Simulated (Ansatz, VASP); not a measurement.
## PbSe in VASP and in Ansatz

```
Pb Se
1.0
     0.00000    3.06065    3.06065
     3.06065    0.00000    3.06065
     3.06065    3.06065    0.00000
Pb Se
1 1
Direct
  0.00000 0.00000 0.00000
  0.50000 0.50000 0.50000
```

Alike in both runs: task single point; functional PBE; k mesh 3 × 3 × 3; occupations fermi-dirac, width 0.02 eV; no spin polarisation.

|  | VASP | Ansatz |
| --- | --- | --- |
| version | VASP 6.6.1 | Ansatz 0.2.0 |
| potentials or method | VASP PAW PBE potentials, release 64 (Pb_d, Se), cutoff 520 eV | all-electron LAPW, scalar-relativistic |

```csv
,VASP,Ansatz,Ansatz less VASP
pressure (GPa),1.5,1.5,+0.03
```

Ansatz ran all-electron here, and VASP with PAW potentials.

The k mesh is coarse, so the values compare programs but aren't converged. Spin-orbit coupling is off throughout.
